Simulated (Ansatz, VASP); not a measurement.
## AgBr in VASP and in Ansatz

```
Ag Br
1.0
     0.00000    2.89273    2.89273
     2.89273    0.00000    2.89273
     2.89273    2.89273    0.00000
Ag Br
1 1
Cartesian
  0.0000 0.0000 0.0000
  2.8927 2.8927 2.8927
```

Alike in both runs: task single point; functional PBE-based screened hybrid; k mesh 4 × 4 × 4; no spin polarisation.

|  | VASP | Ansatz |
| --- | --- | --- |
| version | VASP 6.6.1 | Ansatz 0.2.0 |
| potentials or method | VASP PAW PBE potentials, release 64 (Ag, Br) | plane waves |
| plane-wave cutoff (eV) | 400 | 420 |
| occupations | gaussian, width 0.01 eV | fixed |
| valence electrons in the cell | 18 | 26 |

```csv
,VASP,Ansatz,Ansatz less VASP
gap on the k mesh at the Fermi level (eV),1.98,2.02,+0.035
pressure (GPa),1.0,1.3,+0.31
```

VASP's potentials were made for PBE, not for PBE-based screened hybrid. VASP's potentials hold 18 valence electrons a cell and Ansatz's 26, so a difference there can come from the potentials and not from the codes. Ansatz's warnings: stress exchange threshold loose, stress scf threshold loose.

The k mesh is coarse, so the values compare programs but aren't converged.
